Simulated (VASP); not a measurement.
Wanted: the native input for a VASP 6.6.1 run.

| Quantity | Value |
| --- | --- |
| Task | single point |
| Functional | PBEsol |
| Potentials or basis | VASP PAW PBE potentials, release 64 (Hf_pv) |
| Cutoff | 520 eV |
| k mesh | 11 × 11 × 11 |
| Occupations | fermi-dirac, width 0.1 eV |
| Spin | no spin polarisation |
| Dipole correction | no |
| Further INCAR settings | ALGO = Normal; EDIFF = 1e-06; NBANDS = 11 |

The structure of Hf lies in POSCAR:

```
Hf
1.0
    0.0000000000      2.2635404658      2.2635404658
    2.2635404658      0.0000000000      2.2635404658
    2.2635404658      2.2635404658      0.0000000000
Hf
1
Direct
    0.0000000000      0.0000000000      0.0000000000
```

One way to write it, as run:

INCAR

```
PREC = Accurate
ENCUT = 520
EDIFF = 1E-6
ISMEAR = -1
SIGMA = 0.1
LREAL = False
LASPH = True
NELM = 60
ALGO = Normal
ISIF = 2
LWAVE = False
LCHARG = True
GGA = PS
LELF = True
LVHAR = True
NBANDS = 11
```

KPOINTS

```
Automatic mesh
0
Gamma
  11 11 11
```

Potentials or basis: VASP PAW PBE potentials, release 64 (Hf_pv).

Run with:

```sh
$ cat potpaw_PBE.64/Hf_pv/POTCAR > POTCAR
$ mpirun -np 1 vasp_std > vasp.out
```

Results of the run:

- Pressure: -7.3 GPa
- Band gap on the k mesh: zero (band 5 reaches 5.71 eV, above the bottom of band 6 at 4.04 eV)

Caveat: the PAW data sets were made with another functional, which shifts forces and pressure a little; spin-orbit coupling is left out, which moves the levels of the heavy elements.

It took 8.6 s on 1 thread of Intel(R) Xeon(R) Platinum 8375C CPU @ 2.90GHz (Ice Lake) (shared host), peak memory 0.14 GiB.
